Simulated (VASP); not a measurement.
# AgAs2 (I4/mmm) in VASP: notebook, part 2 of 2

VASP 6.6.1.

## Step 3: Single point, PBE

This run uses another cell than the first one, of 19.66 Å³/atom.

Input file INCAR:

```
  PREC = Accurate
  ENCUT = 520
  EDIFF = 1E-6
  ISMEAR = 0
  SIGMA = 0.1
  LREAL = False
  LASPH = True
  NELM = 60
  ALGO = Normal
  ISIF = 2
  LWAVE = False
  LCHARG = True
  GGA = PE
  LELF = True
  LVHAR = True
  NBANDS = 18
```

Input file KPOINTS:

```
Automatic mesh
0
Gamma
  8 8 8
```

Input file POSCAR:

```
AgAs2
1.0
   -1.8181887308      1.8181887308      4.4602442303
    1.8181887308     -1.8181887308      4.4602442303
    1.8181887308      1.8181887308     -4.4602442303
Ag As
1 2
Direct
    0.0000000000      0.0000000000      0.0000000000
    0.6650000000      0.6650000000      0.0000000000
    0.3350000000      0.3350000000      0.0000000000
```

Potentials or basis: VASP PAW PBE potentials, release 64 (Ag, As).

The run is started by

```bash
$ cat potpaw_PBE.64/Ag/POTCAR potpaw_PBE.64/As/POTCAR > POTCAR
$ mpirun -np 1 vasp_std > vasp.out
```

OUTCAR:

```text
PREC = Accurate
   ENCUT = 520
   EDIFF = 1E-6
   ISMEAR = 0
   LREAL = False
   LASPH = True
   NELM = 60
   ISIF = 2
   GGA = PE

 ion  position               nearest neighbor table
   1  0.000  0.000  0.000-   2 2.96   2 2.96   3 2.96   3 2.96   2 2.96   2 2.96   3 2.96   3 2.96
                             2 2.99   3 2.99
   2  0.665  0.665  0.000-   1 2.96   1 2.96   1 2.96   1 2.96   1 2.99
   3  0.335  0.335  0.000-   1 2.96   1 2.96   1 2.96   1 2.96   1 2.99

  LATTYP: Found a body centered tetragonal cell.
 ALAT       =     3.6363774616
 C/A-ratio  =     2.4531250000

  Lattice vectors:

 A1 = (  -1.8181887308,   1.8181887308,   4.4602442303)
 A2 = (   1.8181887308,  -1.8181887308,   4.4602442303)
 A3 = (   1.8181887308,   1.8181887308,  -4.4602442303)

Analysis of symmetry for initial positions (statically):
=====================================================================
 Subroutine PRICEL returns:
 Original cell was already a primitive cell.

 Routine SETGRP: Setting up the symmetry group for a
 body centered tetragonal supercell.

 Subroutine GETGRP returns: Found 16 space group operations
[... 162 lines left out ...]
  ext. energy  EPLUGINS =         0.00000000
  ---------------------------------------------------
  free energy    TOTEN  =       -10.92967666 eV

  energy without entropy =      -10.91926945  energy(sigma->0) =      -10.92447306

 E-fermi :   6.4830     XC(G=0): -10.8691

 val. band max:        6.4679533369   @ k =  -0.3750   0.3750   0.1250
 cond. band min:       6.5013400613   @ k =   0.1250   0.1250   0.1250
 fundamental gap:      0.0333867244
 Fermi energy:         6.4829858349

 k-point     1 :       0.0000    0.0000    0.0000
  band No.  band energies     occupation
      1      -7.1995      2.00000
      2      -1.9217      2.00000
      3       0.3594      2.00000
      4       1.5143      2.00000
      5       1.5885      2.00000
      6       1.5885      2.00000
[... 481 lines left out ...]
      5       1.4822      2.00000
      6       1.7399      2.00000
[... 10 lines left out ...]
     17      14.3820      0.00000
     18      18.1247      0.00000

 [... further k-points ...]
[... 5 lines left out ...]
  --------------------------------------------------------------------------------------
  -------------------------------------------------------------------------------------
  Total       -0.3756793     -0.3756793     -0.4932809      0.0000000     -0.0000000      0.0000000
  in kB      -10.2054305    -10.2054305    -13.4001090      0.0000000     -0.0000000      0.0000000
  external PRESSURE =     -11.2703234 kB  Pullay stress =       0.0000000 kB

 VOLUME and BASIS-vectors are now :
 -----------------------------------------------------------------------------
  energy-cutoff  :      520.00
  volume of cell :       58.98
      direct lattice vectors                 reciprocal lattice vectors
    -1.818188731  1.818188731  4.460244230     0.000000000  0.274998954  0.112101485
     1.818188731 -1.818188731  4.460244230     0.274998954  0.000000000  0.112101485
     1.818188731  1.818188731 -4.460244230     0.274998954  0.274998954  0.000000000

 POSITION                                       TOTAL-FORCE (eV/Angst)
 -----------------------------------------------------------------------------------
      0.00000      0.00000      0.00000         0.000000      0.000000      0.000000
      0.00000      0.00000      5.93212         0.000000      0.000000      0.462356
      0.00000      0.00000      2.98836        -0.000000     -0.000000     -0.462356
 -----------------------------------------------------------------------------------
    total drift:                                0.000000     -0.000000     -0.000000

  FREE ENERGIE OF THE ION-ELECTRON SYSTEM (eV)
  ---------------------------------------------------
  free  energy   TOTEN  =       -10.9296766638 eV

  energy  without entropy=      -10.9192694534  energy(sigma->0) =      -10.92447306
```

It took 83 s on 1 thread of Intel Xeon Platinum 8259CL at 2.50GHz (Skylake/Cascade Lake), shared host; peak memory 0.26 GiB.

What came out:

```
Free energy            : -10.9297 eV
Pressure               : -1.1 GPa
Largest force          : 0.462 eV/Å
Band gap on the k mesh : zero (an odd number of electrons rules out a gap without spin polarisation)
```

Forces in eV/Å, atoms in the order of the input:
```
Ag   0.000  0.000  0.000
As   0.000  0.000  0.462
As   0.000  0.000 -0.462
```

Stress tensor (GPa, compression positive):
```
-1.02  0.00  0.00
 0.00 -1.02  0.00
 0.00  0.00 -1.34
```

Levels at points of the mesh, in eV from the Fermi level:
```tsv
k point	band 8	band 9	band 10	band 11	band 12	band 13
(0.00, 0.00, 0.00)	-2.30	-0.52	-0.48	-0.48	0.99	0.99
(0.50, 0.00, 0.00)	-4.04	-3.41	0.53	0.74	0.85	2.69
(0.50, 0.50, 0.00)	-4.03	-2.38	-2.18	-1.71	0.12	2.15
(0.50, 0.50, 0.50)	-2.74	-2.14	-2.14	1.02	3.46	3.46
```

Caveat: an odd number of electrons without spin polarisation forces a metal; a magnetic or distorted state may lie lower.

## Step 4: Relaxation of cell and atoms, PBE

This run uses another cell than the first one, of 19.66 Å³/atom.

Input file INCAR:

```
SYSTEM = AgAs2
ALGO = Normal
EDIFF = 1E-6
EDIFFG = -0.04
ENCUT = 600
GGA = PE
IBRION = 2
ISIF = 3
ISMEAR = 0
LASPH = .True.
LCHARG = .False.
LREAL = .False.
LWAVE = .False.
NELM = 60
NSW = 90
PREC = Accurate
SIGMA = 0.1
```

Input file KPOINTS:

```
k-points
0
Gamma
  6 6 6
  0 0 0
```

POSCAR is that of step 3.

The run is started by

```bash
$ cat potpaw_PBE.64/Ag/POTCAR potpaw_PBE.64/As/POTCAR > POTCAR
$ mpirun -np 1 vasp_std > vasp.out
```

Wall time 8.3 min (1 thread of Intel Xeon Platinum 8259CL at 2.50GHz (Skylake/Cascade Lake), shared host); peak memory 0.29 GiB.

It converged, with:

| Property | Result |
| --- | --- |
| Free energy | -11.1359 eV |
| Relaxed volume | 20.30 Å³/atom |
| Relaxed cell | a = 5.270 Å, b = 5.270 Å, c = 5.270 Å, α = 139.62°, β = 139.62°, γ = 58.44° |
| Space group after relaxing (to 0.1 Å) | I4/mmm (No. 139) |
| Energy gained by relaxing | 70.5 meV/atom |
| Ionic steps | 15 |
| Pressure after relaxing | 0.0 GPa |
| Largest force after relaxing | 0.009 eV/Å |
| Band gap on the k mesh | zero (an odd number of electrons rules out a gap without spin polarisation) |

Forces on the atoms (eV/Å):
```
Ag   0.000  0.000  0.000
As   0.000  0.000  0.009
As   0.000  0.000 -0.009
```

The path:
```
step  energy change (eV)  largest force (eV/Å)  pressure (GPa)  volume (Å³)
   1              0.0000                0.4959           -1.29        58.98
   2             -0.0286                0.5529            0.60        57.63
   3             -0.0402                0.5204            2.93        56.23
   4             -0.0529                0.5051            3.02        56.20
   5             -0.0899                0.4887            3.47        56.10
   6             -0.1315                0.0877            5.07        55.92
   7             -0.1773                0.0711            2.48        57.62
   8             -0.2004                0.1707           -0.53        60.43
   9             -0.2007                0.1928           -0.70        60.69
  10             -0.2009                0.2180           -1.01        61.08
  11             -0.2009                0.2096           -0.89        60.93
  12             -0.2056                0.1782           -0.70        61.01
  13             -0.2110                0.0246           -0.28        61.26
  14             -0.2112                0.0136           -0.36        61.21
  15             -0.2116                0.0093           -0.02        60.89
```

Final structure:
```
Ag As
1.0
    -1.81917    1.81917    4.59968
     1.81917   -1.81917    4.59968
     1.81917    1.81917   -4.59968
Ag As
1 2
Direct
  0.00000 0.00000 0.00000
  0.69698 0.69698 0.00000
  0.30302 0.30302 0.00000
```

Levels at points of the mesh, in eV from the Fermi level:
| k point | band 9 | band 10 | band 11 | band 12 | band 13 | band 14 |
| --- | --- | --- | --- | --- | --- | --- |
| (0.00, 0.00, 0.00) | -1.68 | -1.68 | -1.66 | 2.33 | 2.91 | 2.91 |
| (0.50, 0.00, 0.00) | -2.95 | 0.00 | 0.32 | 0.95 | 2.31 | 2.84 |
| (0.50, 0.50, 0.00) | -3.17 | -1.24 | -0.82 | -0.46 | 3.18 | 3.55 |
| (0.50, 0.50, 0.50) | -2.81 | -2.81 | 0.98 | 4.10 | 4.33 | 4.33 |

Caveat: an odd number of electrons without spin polarisation forces a metal; a magnetic or distorted state may lie lower.

## Step 5: Single point, PBE

This run uses another cell than the first one, of 20.72 Å³/atom.

Input file INCAR:

```
SYSTEM = AgAs2
PREC = Accurate
ENCUT = 520
EDIFF = 1E-6
ISMEAR = 0
SIGMA = 0.1
LREAL = .False.
LASPH = .True.
NELM = 80
ALGO = Normal
ISIF = 2
LWAVE = .False.
LCHARG = .False.
GGA = PE
NBANDS = 18
```

Input file KPOINTS:

```
Automatic mesh
0
Gamma
  18 18 18
  0 0 0
```

Input file POSCAR:

```
AgAs2
1.0
   -1.8658531298      1.8658531298      4.4628728677
    1.8658531298     -1.8658531298      4.4628728677
    1.8658531298      1.8658531298     -4.4628728677
Ag As
1 2
Direct
    0.0000000000      0.0000000000      0.0000000000
    0.7034607329      0.7034607329      0.0000000000
    0.2965392671      0.2965392671      0.0000000000
```

The run is started by

```bash
$ cat potpaw_PBE.64/Ag/POTCAR potpaw_PBE.64/As/POTCAR > POTCAR
$ mpirun -np 1 vasp_std > vasp.out
```

Run time: 9.7 min. Hardware: 1 thread of Intel Xeon Platinum 8259CL at 2.50GHz (Skylake/Cascade Lake), shared host; peak memory 0.66 GiB.

The run converged. Its results:

| Property | Result |
| --- | --- |
| Free energy | -11.1872 eV |
| Pressure | 0.1 GPa |
| Largest force | 0.012 eV/Å |
| Band gap on the k mesh | zero (an odd number of electrons rules out a gap without spin polarisation) |

Forces on the atoms (eV/Å):
```
Ag   0.000  0.000  0.000
As   0.000  0.000 -0.012
As   0.000  0.000  0.012
```

Levels at points of the mesh, in eV from the Fermi level:
```csv
k point,band 6,band 7,band 8,band 9,band 10,band 11,band 12,band 13,band 14,band 15
"(0.00, 0.00, 0.00)",-4.52,-4.03,-2.83,-1.63,-1.63,-0.86,1.99,3.17,3.17,4.09
"(0.50, 0.00, 0.00)",-4.26,-3.94,-3.72,-2.79,-0.15,0.25,0.77,2.00,3.59,5.63
"(0.50, 0.50, 0.00)",-4.60,-3.90,-3.81,-3.01,-1.25,-0.66,0.04,3.82,4.01,4.66
"(0.50, 0.50, 0.50)",-4.33,-4.02,-3.32,-2.90,-2.90,1.46,4.12,4.46,4.46,7.16
```

Caveat: an odd number of electrons without spin polarisation forces a metal; a magnetic or distorted state may lie lower.

## Step 6: The runs side by side

```csv
task,cell,k mesh,cutoff (eV),gap on the mesh (eV),pressure (GPa),largest force (eV/Å)
single point,"a = 5.235 Å, angles 139.0, 139.0, 59.4°, 3 atoms, atomic positions A",6 × 6 × 6,520,none,0.1,0.03
single point,"a = 5.148 Å, angles 138.6, 138.6, 59.9°, 3 atoms, atomic positions B",8 × 8 × 8,520,none,-1.1,0.46
relaxation of cell and atoms,"relaxed from a = 5.148 Å, angles 138.6, 138.6, 59.9°, 3 atoms, atomic positions B",6 × 6 × 6,600,none,0.0,0.01
single point,"a = 5.185 Å, angles 137.8, 137.8, 61.2°, 3 atoms, atomic positions C",18 × 18 × 18,520,none,0.1,0.01
```

Alike in all rows: level PBE; potentials or basis VASP PAW PBE potentials, release 64 (Ag, As); no spin polarisation; smearing gaussian 0.1 eV.

Caveats: an odd number of electrons without spin polarisation forces a metal; a magnetic or distorted state may lie lower.

Total energies depend on the potentials used, so only differences within one code and one set of settings carry meaning.

The gap in the log of VASP goes by the Fermi energy; the results here count the filled bands.